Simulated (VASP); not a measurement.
A run of VASP 6.6.1 is set up as follows.

INCAR

```
SYSTEM = SiO2
PREC     = Accurate       ! precision mode
ENCUT    = 520            ! plane-wave cutoff, eV
EDIFF    = 1E-6           ! SCF threshold, eV
ISMEAR   = 0              ! smearing method
SIGMA    = 0.1            ! smearing width, eV
LREAL    = .FALSE.        ! projectors in reciprocal space
LASPH    = .TRUE.         ! aspherical terms in the spheres
NELM     = 100            ! most SCF steps
ALGO     = Normal         ! electronic algorithm
ISIF     = 2              ! what is computed and relaxed
LWAVE    = .FALSE.        ! write WAVECAR
LCHARG   = .FALSE.        ! write CHGCAR
LDIPOL   = .TRUE.       
IDIPOL   = 3            
DIPOL    = 0.5 0.5 0.500
GGA      = PE             ! functional
IVDW     = 12             ! dispersion correction
NBANDS   = 25             ! bands
```

Contents of KPOINTS:

```
Automatic mesh
0
G
  8 8 1
  0 0 0
```

File POSCAR:

```
SiO2
1.0
    2.6749108000      0.0000000000      0.0000000000
   -1.2205830100      2.3801945200      0.0000000000
    0.0000000000      0.0000000000     21.0000000000
Si O
2 4
Direct
    0.5000000000      0.5000000000      0.3890288300
    0.5000000000      0.5000000000      0.6109711700
    0.1894605900      0.8105394100      0.4378571400
    0.8105394100      0.1894605900      0.3402005100
    0.8105394100      0.1894605900      0.6597994900
    0.1894605900      0.8105394100      0.5621428600
```

Potentials or basis: VASP PAW PBE potentials, release 64 (Si, O).

Launch:

```sh
$ cat potpaw_PBE.64/Si/POTCAR potpaw_PBE.64/O/POTCAR > POTCAR
$ mpirun -np 1 vasp_std > vasp.out
```

**Question.** What does it give for the largest force?

**Answer.** 2.833 eV/Å.

**Question.** What does it give for the dispersion energy per atom?

**Answer.** -0.152 eV.

**Question.** Estimate the band gap on the k mesh.

**Answer.** 5.35 eV (least direct gap 5.65 eV).

Forces on the atoms (eV/Å):
```
Si  -0.006  0.004 -0.044
Si  -0.006  0.004  0.044
O   -0.842  0.514 -2.656
O    0.848 -0.518  2.330
O    0.848 -0.518 -2.330
O   -0.842  0.514  2.656
```
